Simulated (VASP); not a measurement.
Set up this calculation in VASP 6.6.1, as the native input.

- Task: single point
- Functional: PBE
- Potentials or basis: VASP PAW PBE potentials, release 64 (Sc_sv, H)
- Cutoff: 520 eV
- k mesh: 3 × 2 × 3
- Occupations: fermi-dirac, width 0.05 eV
- Spin: no spin polarisation
- Dipole correction: no
- Further INCAR settings: ALGO = Normal; EDIFF = 1e-06; NBANDS = 78

The structure of Sc12H (a cell with a defect) lies in POSCAR:

```
Sc12H
1.0
    6.6200000000      0.0000000000      0.0000000000
   -4.9650000000      8.5996320000      0.0000000000
    0.0000000000      0.0000000000      5.2761400000
Sc H
12 1
Direct
   -0.0778014426      0.0305245620     -0.0404841418
    0.1955058273      0.2581970949      0.5536623365
   -0.0153927118      0.3602014598      0.0285435944
    0.2117069998      0.5675126564      0.4778872433
   -0.0351350643      0.6548652314      0.0286762671
    0.1375814694      0.8733513248      0.4826634623
    0.4560324574      0.0032094397     -0.0402756561
    0.6876681743      0.2632554509      0.4942628513
    0.4779039908      0.3385144853      0.0447675763
    0.6344173738      0.5456279990      0.5088379004
    0.5363994824      0.7053906493     -0.0300977609
    0.6432832213      0.8742467120      0.4613789627
    0.5022582557      0.0396877448      0.5327569018
```

The input as run:

INCAR

```
SYSTEM = Sc12H
PREC = Accurate
ENCUT = 520
EDIFF = 1E-6
ISMEAR = -1
SIGMA = 0.05
LREAL = .False.
LASPH = .True.
NELM = 80
ALGO = Normal
ISIF = 2
LWAVE = .False.
LCHARG = .False.
GGA = PE
NBANDS = 78
```

KPOINTS

```
Automatic mesh
0
Gamma
  3 2 3
  0 0 0
```

Potentials or basis: VASP PAW PBE potentials, release 64 (Sc_sv, H).

Run with:

```sh
$ cat potpaw_PBE.64/Sc_sv/POTCAR potpaw_PBE.64/H/POTCAR > POTCAR
$ mpirun -np 1 vasp_std > vasp.out
```

It gave:

* Pressure: 0.8 GPa
* Largest force: 1.695 eV/Å
* Band gap on the k mesh: zero (an odd number of electrons rules out a gap without spin polarisation)

Caveat: the k points lie up to 0.40 Å⁻¹ apart, too coarse for converged energies and pressures of a metal; the atoms stand as in a frame of molecular dynamics.

Run time: 8.9 min on 1 thread of Intel(R) Xeon(R) Platinum 8259CL CPU @ 2.50GHz (Skylake/Cascade Lake), with other jobs on the host, peak memory 0.47 GiB.
